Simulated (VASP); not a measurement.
Wanted: the native input for a VASP 6.6.1 run.

```yaml
Task: single point
Functional: r2SCAN
Potentials_or_basis: VASP PAW PBE potentials, release 64 (Ga_d, N)
Cutoff: 520 eV
k_mesh: 12 × 12 × 6
Occupations: gaussian, width 0.05 eV
Spin: no spin polarisation
Dipole_correction: no
Further_INCAR_settings: ALGO = Normal; EDIFF = 1e-06; NBANDS = 26
```

The system is GaN.

```xyz
4
Lattice="3.1800 0.0000 0.0000 -1.5900 2.7540 0.0000 0.0000 0.0000 5.1660" Properties=species:S:1:pos:R:3 pbc="T T T"
Ga   -0.0251    1.8215   -0.0408
Ga    1.5649    0.9035    2.5422
N     0.0000    1.8360    1.9373
N     1.5900    0.9180    4.5203
```

This cell differs from its parent crystal: all Ga atoms moved +0.050 Å, as atom 1 towards its neighbour atom 2 (Ga) at 3.169 Å.

These files were run (other wordings do the same):

POSCAR

```
GaN
1.0
    3.1799996605      0.0000000000      0.0000000000
   -1.5899998303      2.7539604900      0.0000000000
    0.0000000000      0.0000000000      5.1660000000
Ga N
2 2
Direct
    0.3228148347      0.6614074174     -0.0078888740
    0.6561481681      0.3280740840      0.4921111260
    0.3333333333      0.6666666667      0.3750000000
    0.6666666667      0.3333333333      0.8750000000
```

INCAR.step1

```
PREC = Accurate ; ENCUT = 520
ISMEAR = 0 ; SIGMA = 0.05
LREAL = False ; LASPH = True
NELM = 100 ; NBANDS = 26
GGA = PE ; ALGO = Normal
EDIFF = 1E-4 ; LWAVE = True
LCHARG = False
```

INCAR.step2

```
PREC = Accurate ; ENCUT = 520
EDIFF = 1E-6 ; ISMEAR = 0
SIGMA = 0.05 ; LREAL = False
LASPH = True ; NELM = 100
ALGO = Normal ; ISIF = 2
LWAVE = False ; LCHARG = False
METAGGA = R2SCAN ; LMIXTAU = True
NBANDS = 26 ; ISTART = 1
```

KPOINTS

```
regular mesh
0
Gamma
  12 12 6
```

Potentials or basis: VASP PAW PBE potentials, release 64 (Ga_d, N).

Run with:

```sh
$ cat potpaw_PBE.64/Ga_d/POTCAR potpaw_PBE.64/N/POTCAR > POTCAR
$ cp INCAR.step1 INCAR
$ mpirun -np 1 vasp_std > vasp.out
$ cp INCAR.step2 INCAR
$ mpirun -np 1 vasp_std > vasp.out
```

It gave:

```
Pressure               : 2.4 GPa
Largest force          : 0.575 eV/Å
Band gap on the k mesh : 2.35 eV, direct
```

Caveat: the cell differs from its parent crystal (all Ga atoms moved +0.050 Å, as atom 1 towards its neighbour atom 2 (Ga) at 3.169 Å); the PAW data sets were made with another functional, which shifts forces and pressure a little.

Wall time 4.4 min on 1 thread of Intel(R) Xeon(R) 6975P-C (Granite Rapids), with other jobs on the host, peak memory 0.34 GiB.
